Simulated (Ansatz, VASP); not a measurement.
Two plane-wave programs on ZrSc3F2

```xyz
6
Lattice="3.7004 0.0000 0.0000 0.0000 3.7004 0.0000 0.0000 0.0000 8.0179" Properties=species:S:1:pos:R:3 pbc="T T T"
Zr    0.0000    0.0000    0.1430
Sc    1.8502    1.8502    1.3616
Sc    0.0000    0.0000    3.3771
Sc    1.8502    1.8502    6.1662
F     1.8502    0.0000    4.7001
F     0.0000    1.8502    4.7001
```

Alike in both runs: functional PBE; k mesh 10 × 10 × 6; occupations gaussian, width 0.1 eV; no spin polarisation.

Ansatz relaxed the structure, and its values are those at the end. VASP's run is a single point on that final structure, the one shown.

|  | VASP | Ansatz |
| --- | --- | --- |
| version | VASP 6.6.1 | Ansatz 0.2.0 |
| potentials or method | VASP PAW PBE potentials, release 64 (Zr_sv, Sc_sv, F), cutoff 520 eV | scalar-relativistic, plane waves, PAW |
| valence electrons in the cell | 59 | 59 |

Ansatz gave:

- gap on the k mesh at the Fermi level (eV): none
- pressure (GPa): 0.0
- rms of the force components (eV/Å): 0.004

Task: Which values does VASP return?

Result: gap on the k mesh at the Fermi level (eV): none; pressure (GPa): 0.1; rms of the force components (eV/Å): 0.013.

A gap of «none» marks a metal or a gap that the smearing closes. With one functional, cell and mesh, what is left measures potentials, basis and numerics.
